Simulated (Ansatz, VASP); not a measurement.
**Two plane-wave programs on CsBa3**

```
Cs Ba
1.0
     0.00000    5.19518    5.22128
     5.19518    0.00000    5.22128
     5.19518    5.19518    0.00000
Cs Ba
1 3
Direct
  0.00000 0.00000 0.00000
  0.25000 0.25000 0.25000
  0.75000 0.75000 0.75000
  0.50000 0.50000 0.50000
```

Alike in both runs: task single point; functional PBE; k mesh 4 × 4 × 4; occupations methfessel-paxton of order 1, width 0.15 eV; no spin polarisation.

```csv
,VASP,Ansatz
version,VASP 6.6.1,Ansatz 0.2.0
potentials or method,"VASP PAW PBE potentials, release 64 (Cs_sv, Ba_sv), cutoff 520 eV","plane waves, PAW"
valence electrons in the cell,39,39
```

|  | VASP | Ansatz | Ansatz less VASP |
| --- | --- | --- | --- |
| pressure (GPa) | 0.1 | 0.1 | -0.02 |

With one functional, cell and mesh, what is left measures potentials, basis and numerics.

Spin-orbit coupling is off throughout.
